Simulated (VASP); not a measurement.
# Sc3Mo (Pm-3m) in VASP: notebook

The runs below take Sc3Mo through single point, with PBE.

All numbers are computed with VASP 6.6.1; they aren't measurements. Logs are shortened: lines on timing, memory, paths and dates and some standing lists are left out, and cuts for length are marked.

### 1 The cell of the first run

It takes space group Pm-3m (No. 221, cubic). The conventional cell has a = 4.172 Å, b = 4.172 Å, c = 4.172 Å, α = 90.00°, β = 90.00°, γ = 90.00°. Within 3.9 Å of Sc (site symmetry 4/mmm) lie 8 Sc at 2.95 Å and 4 Mo at 2.95 Å. Mo (site symmetry m-3m) has 12 Sc at 2.95 Å within 3.9 Å.

### 2 Single point, PBE

The input, INCAR:

```
SYSTEM = Sc3Mo
PREC = Accurate
ENCUT = 520
EDIFF = 1E-7
ISMEAR = 0
SIGMA = 0.1
LREAL = .FALSE.
LASPH = .TRUE.
NELM = 80
ALGO = Normal
ISIF = 2
LWAVE = .FALSE.
LCHARG = .TRUE.
GGA = PE
LELF = .TRUE.
LVHAR = .TRUE.
NBANDS = 32
```

The input, KPOINTS:

```
regular mesh
0
G
  4 4 4
  0 0 0
```

The input, POSCAR:

```
Sc3Mo
1.0
    4.1722120800      0.0000000000      0.0000000000
    0.0000000000      4.1722120800      0.0000000000
    0.0000000000      0.0000000000      4.1722120800
Sc Mo
3 1
Direct
    0.5000000000      0.0000000000      0.5000000000
    0.0000000000      0.5000000000      0.5000000000
    0.5000000000      0.5000000000      0.0000000000
    0.0000000000      0.0000000000      0.0000000000
```

Potentials or basis: VASP PAW PBE potentials, release 64 (Sc_sv, Mo_sv).

On the command line:

```
> cat potpaw_PBE.64/Sc_sv/POTCAR potpaw_PBE.64/Mo_sv/POTCAR > POTCAR
> mpirun -np 1 vasp_std > vasp.out
```

OUTCAR:

```text
SYSTEM = Sc3Mo
   PREC = Accurate
   ENCUT = 520
   EDIFF = 1E-7
   ISMEAR = 0
   LREAL = .FALSE.
   LASPH = .TRUE.
   NELM = 80
   ISIF = 2
   GGA = PE

 ion  position               nearest neighbor table
   1  0.500  0.000  0.500-   2 2.95   3 2.95   4 2.95   3 2.95   4 2.95   2 2.95   3 2.95   3 2.95
                             2 2.95   4 2.95   4 2.95   2 2.95
   2  0.000  0.500  0.500-   1 2.95   3 2.95   4 2.95   3 2.95   4 2.95   1 2.95   4 2.95   4 2.95
                             1 2.95   3 2.95   3 2.95   1 2.95
   3  0.500  0.500  0.000-   1 2.95   2 2.95   4 2.95   1 2.95   2 2.95   1 2.95   4 2.95   1 2.95
                             2 2.95   4 2.95   2 2.95   4 2.95
   4  0.000  0.000  0.000-   1 2.95   2 2.95   3 2.95   1 2.95   2 2.95   2 2.95   3 2.95   2 2.95
                             1 2.95   3 2.95   1 2.95   3 2.95

  LATTYP: Found a simple cubic cell.
 ALAT       =     4.1722120800

  Lattice vectors:

 A1 = (   4.1722120800,   0.0000000000,   0.0000000000)
 A2 = (   0.0000000000,   4.1722120800,   0.0000000000)
 A3 = (   0.0000000000,   0.0000000000,   4.1722120800)

Analysis of symmetry for initial positions (statically):
=====================================================================
 Subroutine PRICEL returns:
 Original cell was already a primitive cell.

 Routine SETGRP: Setting up the symmetry group for a
 simple cubic supercell.

 Subroutine GETGRP returns: Found 48 space group operations
 (whereof 48 operations were pure point group operations)
 out of a pool of 48 trial point group operations.

The static configuration has the point symmetry O_h .

Analysis of symmetry for dynamics (positions and initial velocities):
=====================================================================
 Subroutine PRICEL returns:
 Original cell was already a primitive cell.

 Routine SETGRP: Setting up the symmetry group for a
 simple cubic supercell.

 Subroutine GETGRP returns: Found 48 space group operations
 (whereof 48 operations were pure point group operations)
 out of a pool of 48 trial point group operations.

The dynamic configuration has the point symmetry O_h .

 Subroutine INISYM returns: Found 48 space group operations
 (whereof 48 operations are pure point group operations),
 and found     1 'primitive' translations

----------------------------------------------------------------------------------------

                                     Primitive cell

  volume of cell :      72.6272

  direct lattice vectors                    reciprocal lattice vectors
     4.172212080  0.000000000  0.000000000     0.239681009  0.000000000  0.000000000
     0.000000000  4.172212080  0.000000000     0.000000000  0.239681009  0.000000000
     0.000000000  0.000000000  4.172212080     0.000000000  0.000000000  0.239681009

  length of vectors
     4.172212080  4.172212080  4.172212080     0.239681009  0.239681009  0.239681009

  position of ions in fractional coordinates (direct lattice)
     0.500000000  0.000000000  0.500000000
     0.000000000  0.500000000  0.500000000
     0.500000000  0.500000000  0.000000000
     0.000000000  0.000000000  0.000000000

  ion indices of the primitive-cell ions
   primitive index   ion index
                 1           1
                 2           2
                 3           3
                 4           4

----------------------------------------------------------------------------------------

 KPOINTS: regular mesh

Automatic generation of k-mesh.
 Grid dimensions read from file:
 generate k-points for:    4    4    4

 Generating k-lattice:

  Cartesian coordinates                     Fractional coordinates (reciprocal lattice)
     0.059920252  0.000000000  0.000000000     0.250000000  0.000000000  0.000000000
     0.000000000  0.059920252  0.000000000     0.000000000  0.250000000  0.000000000
     0.000000000  0.000000000  0.059920252     0.000000000  0.000000000  0.250000000

  Length of vectors
     0.059920252  0.059920252  0.059920252

  Shift w.r.t. Gamma in fractional coordinates (k-lattice)
     0.000000000  0.000000000  0.000000000

 Subroutine IBZKPT returns following result:
 ===========================================

 Found     10 irreducible k-points:

 Following reciprocal coordinates:
            Coordinates               Weight
  0.000000  0.000000  0.000000      1.000000
  0.250000  0.000000  0.000000      6.000000
  0.500000  0.000000  0.000000      3.000000
  0.250000  0.250000  0.000000     12.000000
  0.500000  0.250000  0.000000     12.000000
  0.500000  0.500000  0.000000      3.000000
  0.250000  0.250000  0.250000      8.000000
  0.500000  0.250000  0.250000     12.000000
  0.500000  0.500000  0.250000      6.000000
  0.500000  0.500000  0.500000      1.000000
   k-points           NKPTS =     10   k-points in BZ     NKDIM =     10   number of bands    NBANDS=     32
   number of dos      NEDOS =    301   number of ions     NIONS =      4
   total plane-waves  NPLWV =  32768
   dimension x,y,z NGX =    32 NGY =   32 NGZ =   32
   dimension x,y,z NGXF=    64 NGYF=   64 NGZF=   64
   ions per type =               3   1
   NGX,Y,Z   is equivalent  to a cutoff of  12.75, 12.75, 12.75 a.u.
   NGXF,Y,Z  is equivalent  to a cutoff of  25.50, 25.50, 25.50 a.u.
 SYSTEM =  Sc3Mo
   PREC   = accura    normal or accurate (medium, high low for compatibility)
   ISTART =      0    job   : 0-new  1-cont  2-samecut
   ICHARG =      2    charge: 1-file 2-atom 10-const
   ISPIN  =      1    spin polarized calculation?
   LNONCOLLINEAR =      F non collinear calculations
   LSORBIT =      F    spin-orbit coupling
   LASPH  =      T    aspherical Exc in radial PAW
   ENCUT  =  520.0 eV  38.22 Ry    6.18 a.u.   7.76  7.76  7.76*2*pi/ulx,y,z
   NELM   =     80;   NELMIN=  2; NELMDL= -5     # of ELM steps
   EDIFF  = 0.1E-06   stopping-criterion for ELM
   LREAL  =      F    real-space projection
   EDIFFG = 0.1E-05   stopping-criterion for IOM
   NSW    =      0    number of steps for IOM
   IBRION =     -1    ionic relax: 0-MD 1-quasi-New 2-CG
   NFREE  =      0    steps in history (QN), initial steepest desc. (CG)
   ISIF   =      2    stress and relaxation
   ISYM   =      2    0-nonsym 1-usesym 2-fastsym
   POTIM  = 0.5000    time-step for ionic-motion
   TEBEG  =    0.0;   TEEND  =   0.0 temperature during run
   PSTRESS=    0.0 pullay stress
   NELECT =      47.0000    total number of electrons
   NUPDOWN=      -1.0000    fix difference up-down
   EMIN   =  10.00;   EMAX   =-10.00  energy-range for DOS
   EFERMI =   0.00;   METHOD = LEGACY
   ISMEAR =     0;   SIGMA  =   0.10  broadening in eV -4-tet -1-fermi 0-gaus
   EFERMI_NEDOS =   21; number of points for ismear=-14 and -15
   IALGO  =     38    algorithm
   IMIX   =      4    mixing-type and parameters
     AMIX     =   0.40;   BMIX     =  1.00
     AMIX_MAG =   1.60;   BMIX_MAG =  1.00
  volume/ion in A,a.u.               =      18.16       122.53
  Fermi-wavevector in a.u.,A,eV,Ry     =   1.416036  2.675921 27.281844  2.005159
  Thomas-Fermi vector in A             =   2.537413
   LORBIT       =      0    0 simple, 1 ext, 2 COOP (PROOUT), +10 PAW based schemes
   GGA     = PE    functional components
   LHFCALC =     F    Hartree Fock is set to
   AEXX    =    0.0000 exact exchange contribution
   IVDW    =     0    specifies the selected vdW correction
   LEPSILON=     F    determine dielectric tensor
   LRPA    =     F    only Hartree local field effects (RPA)
 non-spin polarized calculation
 Gauss-broadening in eV      SIGMA  =   0.10
  energy-cutoff  :      520.00
  volume of cell :       72.63
 maximum number of plane-waves:      1972
 NGX is ok and might be reduce to    32
   NGX = 15   NGY = 15   NGZ = 15

 number of electron      46.9999983 magnetization

 Free energy of the ion-electron system (eV)
  ---------------------------------------------------
  ext. energy  EPLUGINS =         0.00000000
  ---------------------------------------------------
  free energy    TOTEN  =       -28.54027670 eV

  energy without entropy =      -28.51687882  energy(sigma->0) =      -28.52857776

 E-fermi :   6.9716     XC(G=0): -11.5127

 val. band max:        6.9178877497   @ k =   0.5000   0.5000   0.5000
 cond. band min:       6.9941817624   @ k =   0.5000   0.2500   0.0000
 fundamental gap:      0.0762940127
 Fermi energy:         6.9715828425

 k-point     1 :       0.0000    0.0000    0.0000
  band No.  band energies     occupation
      1     -53.3402      2.00000
      2     -42.0705      2.00000
      3     -41.8671      2.00000
      4     -41.8671      2.00000
      5     -27.4787      2.00000
      6     -27.4787      2.00000
[... 24 lines left out ...]
     31      10.1991      0.00000
     32      11.5981      0.00000

 k-point     2 :       0.2500    0.0000    0.0000
  band No.  band energies     occupation
      1     -53.3399      2.00000
      2     -42.0452      2.00000
      3     -41.8933      2.00000
      4     -41.8667      2.00000
      5     -27.4780      2.00000
      6     -27.4761      2.00000
[... 24 lines left out ...]
     31      10.2515      0.00000
     32      10.6757      0.00000

 k-point     3 :       0.5000    0.0000    0.0000
  band No.  band energies     occupation
      1     -53.3396      2.00000
      2     -42.0044      2.00000
      3     -41.9349      2.00000
      4     -41.8663      2.00000
      5     -27.4772      2.00000
      6     -27.4735      2.00000
[... 24 lines left out ...]
     31       9.5529      0.00000
     32      10.0465      0.00000

 k-point     4 :       0.2500    0.2500    0.0000
  band No.  band energies     occupation
      1     -53.3396      2.00000
      2     -42.0224      2.00000
      3     -41.9011      2.00000
      4     -41.8815      2.00000
      5     -27.4819      2.00000
      6     -27.4755      2.00000
[... 24 lines left out ...]
     31      10.2542      0.00000
     32      10.3285      0.00000

 k-point     5 :       0.5000    0.2500    0.0000
  band No.  band energies     occupation
      1     -53.3393      2.00000
      2     -41.9839      2.00000
      3     -41.9348      2.00000
      4     -41.8862      2.00000
      5     -27.4813      2.00000
      6     -27.4794      2.00000
[... 24 lines left out ...]
     31       9.7855      0.00000
     32       9.8232      0.00000

 k-point     6 :       0.5000    0.5000    0.0000
  band No.  band energies     occupation
      1     -53.3391      2.00000
      2     -41.9348      2.00000
      3     -41.9348      2.00000
      4     -41.9346      2.00000
      5     -27.4853      2.00000
      6     -27.4853      2.00000
[... 24 lines left out ...]
     31       9.5344      0.00000
     32       9.6406      0.00000

 k-point     7 :       0.2500    0.2500    0.2500
  band No.  band energies     occupation
      1     -53.3394      2.00000
      2     -42.0032      2.00000
      3     -41.9005      2.00000
      4     -41.9005      2.00000
      5     -27.4829      2.00000
      6     -27.4829      2.00000
[... 24 lines left out ...]
     31       9.1772      0.00000
     32       9.9601      0.00000

 k-point     8 :       0.5000    0.2500    0.2500
  band No.  band energies     occupation
      1     -53.3391      2.00000
      2     -41.9691      2.00000
      3     -41.9344      2.00000
      4     -41.9000      2.00000
      5     -27.4856      2.00000
      6     -27.4838      2.00000
[... 24 lines left out ...]
     31       8.7611      0.00000
     32       9.4652      0.00000

 k-point     9 :       0.5000    0.5000    0.2500
  band No.  band energies     occupation
      1     -53.3389      2.00000
      2     -41.9341      2.00000
      3     -41.9341      2.00000
      4     -41.9340      2.00000
      5     -27.4898      2.00000
      6     -27.4898      2.00000
[... 24 lines left out ...]
     31       8.6510      0.00000
     32       8.9098      0.00000

 k-point    10 :       0.5000    0.5000    0.5000
  band No.  band energies     occupation
      1     -53.3387      2.00000
      2     -41.9334      2.00000
      3     -41.9334      2.00000
      4     -41.9334      2.00000
      5     -27.4943      2.00000
      6     -27.4943      2.00000
[... 24 lines left out ...]
     31       8.5260      0.00000
     32       8.5260      0.00000

------------------------ aborting loop because EDIFF is reached ----------------------------------------

  FORCE on cell =-STRESS in cart. coord.  units (eV):
  Direction    XX          YY          ZZ          XY          YZ          ZX
  --------------------------------------------------------------------------------------
  -------------------------------------------------------------------------------------
  Total        6.3892687      6.3892687      6.3892687      0.0000000      0.0000000      0.0000000
  in kB      140.9491980    140.9491980    140.9491980      0.0000000      0.0000000      0.0000000
  external PRESSURE =     140.9491980 kB  Pullay stress =       0.0000000 kB

 VOLUME and BASIS-vectors are now :
 -----------------------------------------------------------------------------
  energy-cutoff  :      520.00
  volume of cell :       72.63
      direct lattice vectors                 reciprocal lattice vectors
     4.172212080  0.000000000  0.000000000     0.239681009  0.000000000  0.000000000
     0.000000000  4.172212080  0.000000000     0.000000000  0.239681009  0.000000000
     0.000000000  0.000000000  4.172212080     0.000000000  0.000000000  0.239681009

 POSITION                                       TOTAL-FORCE (eV/Angst)
 -----------------------------------------------------------------------------------
      2.08611      0.00000      2.08611         0.000000      0.000000      0.000000
      0.00000      2.08611      2.08611         0.000000      0.000000      0.000000
      2.08611      2.08611      0.00000         0.000000      0.000000      0.000000
      0.00000      0.00000      0.00000         0.000000      0.000000      0.000000
 -----------------------------------------------------------------------------------
    total drift:                                0.000000     -0.000000     -0.000000

  FREE ENERGIE OF THE ION-ELECTRON SYSTEM (eV)
  ---------------------------------------------------
  free  energy   TOTEN  =       -28.5402766981 eV

  energy  without entropy=      -28.5168788224  energy(sigma->0) =      -28.52857776
```

It took 17 s on 1 thread of Intel Xeon Platinum 8488C (Sapphire Rapids), shared host; peak memory 0.18 GiB.

What came out:

```
Free energy : -28.5403 eV
Pressure    : 14.1 GPa
```

Caveat: the k points lie up to 0.38 Å⁻¹ apart.

### 3 Single point, PBE

This run uses another cell than the first one, of 20.94 Å³/atom, 1.153 times its volume.

The input, INCAR:

```
  ALGO = Normal
  EDIFF = 1E-6
  ENCUT = 520
  GGA = PE
  ISIF = 2
  ISMEAR = 0
  LASPH = T
  LCHARG = F
  LREAL = F
  LWAVE = F
  NBANDS = 32
  NELM = 60
  PREC = Accurate
  SIGMA = 0.1
```

The input, KPOINTS:

```
k-points
0
Gamma
  4 4 4
```

The input, POSCAR:

```
Sc3Mo
1.0
    4.3756074189      0.0000000000      0.0000000000
    0.0000000000      4.3756074189      0.0000000000
    0.0000000000      0.0000000000      4.3756074189
Sc Mo
3 1
Direct
    0.5000000000      0.0000000000      0.5000000000
    0.0000000000      0.5000000000      0.5000000000
    0.5000000000      0.5000000000      0.0000000000
    0.0000000000      0.0000000000      0.0000000000
```

Potentials or basis: VASP PAW PBE potentials, release 64 (Sc_sv, Mo_sv).

On the command line:

```
> cat potpaw_PBE.64/Sc_sv/POTCAR potpaw_PBE.64/Mo_sv/POTCAR > POTCAR
> mpirun -np 1 vasp_std > vasp.out
```

Run time: 20 s. Hardware: 1 thread of Intel Xeon Platinum 8488C (Sapphire Rapids), shared host; peak memory 0.2 GiB.

Results (log left out):

```
Free energy : -28.9993 eV
Pressure    : 0.0 GPa
```

Levels at points of the mesh, in eV from the Fermi level:
```csv
k point,band 21,band 22,band 23,band 24,band 25,band 26
"(0.00, 0.00, 0.00)",-1.68,-1.68,-1.68,1.13,1.13,1.13
"(0.50, 0.00, 0.00)",-0.99,-0.83,-0.83,0.11,0.19,0.19
"(0.50, 0.50, 0.00)",-0.79,-0.79,-0.58,-0.10,0.23,0.30
"(0.50, 0.50, 0.50)",0.11,0.11,0.48,0.70,0.70,0.70
```
